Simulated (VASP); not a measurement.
Write the native input for VASP 6.6.1 that does the following.

```
Task                   : single point
Functional             : PBE
Potentials or basis    : VASP PAW PBE potentials, release 64 (Au, V_sv)
Cutoff                 : 520 eV
k mesh                 : 11 × 11 × 11
Occupations            : gaussian, width 0.05 eV
Spin                   : collinear spin, ferromagnetic start
Starting moments       : [0.0, 2.0] μB
Dipole correction      : no
Further INCAR settings : ALGO = Normal; EDIFF = 1e-07; NBANDS = 23
```

The structure of VAu lies in POSCAR:

```
VAu
1.0
    1.4104010158      0.8142954061      4.6110877943
   -1.4104010158      0.8142954061      4.6110877943
    0.0000000000     -1.6285908123      4.6110877943
Au V
1 1
Direct
    0.0000000000      0.0000000000      0.0000000000
    0.5000000000      0.5000000000      0.5000000000
```

The input as run:

INCAR

```
PREC = Accurate
ENCUT = 520
EDIFF = 1E-7
ISMEAR = 0
SIGMA = 0.05
LREAL = False
LASPH = True
NELM = 150
ALGO = Normal
ISIF = 2
LWAVE = False
LCHARG = False
ISPIN = 2
MAGMOM = 0 2
LORBIT = 11
LMAXMIX = 4
GGA = PE
NBANDS = 23
```

KPOINTS

```
Automatic mesh
0
Gamma
  11 11 11
```

Potentials or basis: VASP PAW PBE potentials, release 64 (Au, V_sv).

The run is started by

```console
$ cat potpaw_PBE.64/Au/POTCAR potpaw_PBE.64/V_sv/POTCAR > POTCAR
$ mpirun -np 1 vasp_std > vasp.out
```

Results of the run:

```yaml
Pressure: -1.8 GPa
Band_gap_on_the_k_mesh: zero (filled and empty bands overlap)
Net_moment: 0.00 μB per cell
Valence_electrons_inside_the_program's_atomic_spheres: Au 9.77; V 11.38
```

Caveat: the moments typed at the start vanished in this run; spin-orbit coupling is left out, which moves the levels of the heavy elements.

Run time: 2.3 min on 1 thread of Intel(R) Xeon(R) 6975P-C (Granite Rapids), with other jobs on the host, peak memory 0.36 GiB.
